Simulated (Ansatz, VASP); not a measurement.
**Te in VASP and in Ansatz**

```xyz
1
Lattice="2.5752 0.0000 0.0000 0.0000 2.5752 0.0000 0.0000 0.0000 2.5752" Properties=species:S:1:pos:R:3 pbc="T T T"
Te    0.0000    0.0000    0.0000
```

Change from the starting cell: volume scaled by 0.52, LAPW.

Alike in both runs: task single point; functional PBE; k mesh 12 × 12 × 12; occupations fermi-dirac, width 0.08 eV; no spin polarisation.

|  | VASP | Ansatz |
| --- | --- | --- |
| version | VASP 6.6.1 | Ansatz 0.2.0 |
| potentials or method | VASP PAW PBE potentials, release 64 (Te), cutoff 520 eV | all-electron LAPW, scalar-relativistic |

|  | VASP | Ansatz | Ansatz less VASP |
| --- | --- | --- | --- |
| pressure (GPa) | 131.6 | 130.0 | -1.65 |

Both programs put the cell under a high pressure, so it lies far from rest at this level. Ansatz ran all-electron here, and VASP with PAW potentials.

Spin-orbit coupling is off throughout. Noted on VASP's run: the cell as given lies far from equilibrium.
